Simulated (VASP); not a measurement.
# Pt (Fm-3m) in VASP: notebook

Runs on Pt. Level: PBE. Tasks: single point.

All numbers are computed with VASP 6.6.1; they aren't measurements. Logs are shortened: lines on timing, memory, paths and dates and some standing lists are left out, and cuts for length are marked.

### 1 The cell of the first run

The structure is cubic, space group Fm-3m (No. 225). Conventional cell: a = 5.509 Å, b = 5.509 Å, c = 5.509 Å, α = 90.00°, β = 90.00°, γ = 90.00°. Within 3.2 Å of Pt (site symmetry -43m) lie 10 Pt at 2.39 to 2.75 Å. Pt (site symmetry m-3m) has 8 Pt at 2.39 Å within 3.2 Å.

### 2 Single point, PBE

INCAR reads:

```
SYSTEM = Pt
PREC = Accurate ; ENCUT = 520
EDIFF = 1E-6 ; ISMEAR = 0
SIGMA = 0.1 ; LREAL = .False.
LASPH = .True. ; NELM = 60
ALGO = Fast ; ISIF = 2
LWAVE = .False. ; LCHARG = .True.
GGA = PE ; LELF = .True.
LVHAR = .True. ; NBANDS = 22
```

KPOINTS reads:

```
Automatic mesh
0
Gamma
  6 6 6
  0 0 0
```

POSCAR reads:

```
Pt
1.0
    0.0000000000      2.7545432600      2.7545432600
    2.7545432600      0.0000000000      2.7545432600
    2.7545432600      2.7545432600      0.0000000000
Pt
3
Direct
    0.7500000000      0.7500000000      0.7500000000
    0.0000000000      0.0000000000      0.0000000000
    0.2500000000      0.2500000000      0.2500000000
```

Potentials or basis: VASP PAW PBE potentials, release 64 (Pt).

On the command line:

```
$ cat potpaw_PBE.64/Pt/POTCAR > POTCAR
$ mpirun -np 1 vasp_std > vasp.out
```

OUTCAR:

```text
SYSTEM = Pt
   PREC = Accurate
   ENCUT = 520
   EDIFF = 1E-6
   ISMEAR = 0
   LREAL = .False.
   LASPH = .True.
   NELM = 60
   ISIF = 2
   GGA = PE

 ion  position               nearest neighbor table
   1  0.750  0.750  0.750-   2 2.39   2 2.39   2 2.39   2 2.39   3 2.75   3 2.75   3 2.75   3 2.75
                             3 2.75   3 2.75
   2  0.000  0.000  0.000-   1 2.39   1 2.39   1 2.39   1 2.39   3 2.39   3 2.39   3 2.39   3 2.39

   3  0.250  0.250  0.250-   2 2.39   2 2.39   2 2.39   2 2.39   1 2.75   1 2.75   1 2.75   1 2.75
                             1 2.75   1 2.75

  LATTYP: Found a face centered cubic cell.
 ALAT       =     5.5090865200

  Lattice vectors:

 A1 = (   0.0000000000,   2.7545432600,   2.7545432600)
 A2 = (   2.7545432600,   0.0000000000,   2.7545432600)
 A3 = (   2.7545432600,   2.7545432600,   0.0000000000)

Analysis of symmetry for initial positions (statically):
=====================================================================
 Subroutine PRICEL returns:
 Original cell was already a primitive cell.

 Routine SETGRP: Setting up the symmetry group for a
 face centered cubic supercell.

 Subroutine GETGRP returns: Found 48 space group operations
[... 9 lines left out ...]

 Routine SETGRP: Setting up the symmetry group for a
 face centered cubic supercell.

 Subroutine GETGRP returns: Found 48 space group operations
[... 11 lines left out ...]
                                     Primitive cell

  volume of cell :      41.8002

  direct lattice vectors                    reciprocal lattice vectors
     0.000000000  2.754543260  2.754543260    -0.181518296  0.181518296  0.181518296
     2.754543260  0.000000000  2.754543260     0.181518296 -0.181518296  0.181518296
     2.754543260  2.754543260  0.000000000     0.181518296  0.181518296 -0.181518296

  length of vectors
     3.895512436  3.895512436  3.895512436     0.314398912  0.314398912  0.314398912

  position of ions in fractional coordinates (direct lattice)
     0.750000000  0.750000000  0.750000000
     0.000000000  0.000000000  0.000000000
     0.250000000  0.250000000  0.250000000

  ion indices of the primitive-cell ions
   primitive index   ion index
                 1           1
                 2           2
                 3           3

----------------------------------------------------------------------------------------

 KPOINTS: Automatic mesh

Automatic generation of k-mesh.
 Grid dimensions read from file:
 generate k-points for:    6    6    6

 Generating k-lattice:
[... 51 lines left out ...]
   ENCUT  =  520.0 eV  38.22 Ry    6.18 a.u.   7.24  7.24  7.24*2*pi/ulx,y,z
   NELM   =     60;   NELMIN=  2; NELMDL= -5     # of ELM steps
   EDIFF  = 0.1E-05   stopping-criterion for ELM
   LREAL  =      F    real-space projection
   EDIFFG = 0.1E-04   stopping-criterion for IOM
   NSW    =      0    number of steps for IOM
   IBRION =     -1    ionic relax: 0-MD 1-quasi-New 2-CG
   NFREE  =      0    steps in history (QN), initial steepest desc. (CG)
   ISIF   =      2    stress and relaxation
   ISYM   =      2    0-nonsym 1-usesym 2-fastsym
   POTIM  = 0.5000    time-step for ionic-motion
   TEBEG  =    0.0;   TEEND  =   0.0 temperature during run
   PSTRESS=    0.0 pullay stress
   NELECT =      30.0000    total number of electrons
   NUPDOWN=      -1.0000    fix difference up-down
   EMIN   =  10.00;   EMAX   =-10.00  energy-range for DOS
   EFERMI =   0.00;   METHOD = LEGACY
   ISMEAR =     0;   SIGMA  =   0.10  broadening in eV -4-tet -1-fermi 0-gaus
   EFERMI_NEDOS =   21; number of points for ismear=-14 and -15
   IALGO  =     68    algorithm
   IMIX   =      4    mixing-type and parameters
     AMIX     =   0.40;   BMIX     =  1.00
     AMIX_MAG =   1.60;   BMIX_MAG =  1.00
  volume/ion in A,a.u.               =      13.93        94.03
  Fermi-wavevector in a.u.,A,eV,Ry     =   1.465736  2.769839 29.230498  2.148381
  Thomas-Fermi vector in A             =   2.581557
   LORBIT       =      0    0 simple, 1 ext, 2 COOP (PROOUT), +10 PAW based schemes
   GGA     = PE    functional components
   LHFCALC =     F    Hartree Fock is set to
   AEXX    =    0.0000 exact exchange contribution
   IVDW    =     0    specifies the selected vdW correction
   LEPSILON=     F    determine dielectric tensor
   LRPA    =     F    only Hartree local field effects (RPA)
 non-spin polarized calculation
 RMM-DIIS sequential band-by-band and
 Gauss-broadening in eV      SIGMA  =   0.10
  energy-cutoff  :      520.00
  volume of cell :       41.80
 maximum number of plane-waves:      1158
 NGX is ok and might be reduce to    30
   NGX = 15   NGY = 15   NGZ = 15

 number of electron      29.9999999 magnetization

 Free energy of the ion-electron system (eV)
  ---------------------------------------------------
  ext. energy  EPLUGINS =         0.00000000
  ---------------------------------------------------
  free energy    TOTEN  =       -13.28634242 eV

  energy without entropy =      -13.25943912  energy(sigma->0) =      -13.27289077

 E-fermi :  13.1812     XC(G=0): -13.7209

 val. band max:       13.1733313366   @ k =   0.3333   0.1667   0.0000
 cond. band min:      13.2014802106   @ k =   0.1667   0.1667   0.0000
 fundamental gap:      0.0281488741
 Fermi energy:        13.1811929234

 k-point     1 :       0.0000    0.0000    0.0000
  band No.  band energies     occupation
      1       1.7396      2.00000
      2       4.5816      2.00000
      3       4.5816      2.00000
      4       6.9423      2.00000
      5       6.9423      2.00000
      6       6.9423      2.00000
[... 389 lines left out ...]
     21      25.2765      0.00000
     22      28.6767      0.00000

------------------------ aborting loop because EDIFF is reached ----------------------------------------

  FORCE on cell =-STRESS in cart. coord.  units (eV):
  Direction    XX          YY          ZZ          XY          YZ          ZX
  --------------------------------------------------------------------------------------
  -------------------------------------------------------------------------------------
  Total       29.7730073     29.7730073     29.7730073      0.0000000      0.0000000     -0.0000000
  in kB     1141.1809133   1141.1809133   1141.1809133      0.0000000      0.0000000     -0.0000000
  external PRESSURE =    1141.1809133 kB  Pullay stress =       0.0000000 kB

 VOLUME and BASIS-vectors are now :
 -----------------------------------------------------------------------------
  energy-cutoff  :      520.00
  volume of cell :       41.80
      direct lattice vectors                 reciprocal lattice vectors
     0.000000000  2.754543260  2.754543260    -0.181518296  0.181518296  0.181518296
     2.754543260  0.000000000  2.754543260     0.181518296 -0.181518296  0.181518296
     2.754543260  2.754543260  0.000000000     0.181518296  0.181518296 -0.181518296

 POSITION                                       TOTAL-FORCE (eV/Angst)
 -----------------------------------------------------------------------------------
      4.13181      4.13181      4.13181         0.000000      0.000000     -0.000000
      0.00000      0.00000      0.00000         0.000000      0.000000      0.000000
      1.37727      1.37727      1.37727        -0.000000     -0.000000     -0.000000
 -----------------------------------------------------------------------------------
    total drift:                               -0.000000     -0.000000      0.000000

  FREE ENERGIE OF THE ION-ELECTRON SYSTEM (eV)
  ---------------------------------------------------
  free  energy   TOTEN  =       -13.2863424242 eV

  energy  without entropy=      -13.2594391249  energy(sigma->0) =      -13.27289077
```

Wall time 15 s (1 thread of AMD EPYC 7R13 (Zen 3), shared host); peak memory 0.13 GiB.

Results:

- Free energy: -13.2863 eV
- Pressure: 114.1 GPa
- Band gap on the k mesh: zero (band 15 reaches 13.64 eV, above the bottom of band 16 at 12.94 eV)

Caveat: spin-orbit coupling is left out, which moves the levels of the heavy elements.

### 3 Single point, PBE

This run uses another cell than the first one, of 18.64 Å³/atom, 1.338 times its volume.

INCAR reads:

```
SYSTEM = Pt
PREC = Accurate ; ENCUT = 520
EDIFF = 1E-7 ; ISMEAR = 0
SIGMA = 0.1 ; LREAL = .False.
LASPH = .True. ; NELM = 80
ALGO = Normal ; ISIF = 2
LWAVE = .False. ; LCHARG = .False.
GGA = PE ; NBANDS = 22
```

KPOINTS is that of step 2.

POSCAR reads:

```
Pt
1.0
    0.0000000000      3.0351717634      3.0351717634
    3.0351717634      0.0000000000      3.0351717634
    3.0351717634      3.0351717634      0.0000000000
Pt
3
Direct
    0.7500000000      0.7500000000      0.7500000000
    0.0000000000      0.0000000000      0.0000000000
    0.2500000000      0.2500000000      0.2500000000
```

Potentials or basis: VASP PAW PBE potentials, release 64 (Pt).

On the command line:

```
$ cat potpaw_PBE.64/Pt/POTCAR > POTCAR
$ mpirun -np 1 vasp_std > vasp.out
```

It took 14 s on 1 thread of AMD EPYC 7R13 (Zen 3), shared host; peak memory 0.14 GiB.

It converged, with:

- Free energy: -17.0050 eV
- Pressure: -0.4 GPa
- Band gap on the k mesh: zero (band 15 reaches 8.47 eV, above the bottom of band 16 at 7.68 eV)

Levels at points of the mesh, in eV from the Fermi level:
| k point | band 12 | band 13 | band 14 | band 15 | band 16 | band 17 | band 18 | band 19 |
| --- | --- | --- | --- | --- | --- | --- | --- | --- |
| (0.00, 0.00, 0.00) | -0.41 | -0.41 | -0.41 | -0.14 | -0.14 | 6.97 | 7.94 | 8.97 |
| (0.50, 0.00, 0.00) | -2.10 | -0.81 | -0.81 | -0.04 | -0.04 | 0.98 | 7.47 | 7.47 |
| (0.50, 0.50, 0.00) | -1.10 | -0.21 | 0.27 | 0.27 | 0.55 | 0.91 | 1.84 | 1.84 |

Caveat: spin-orbit coupling is left out, which moves the levels of the heavy elements.
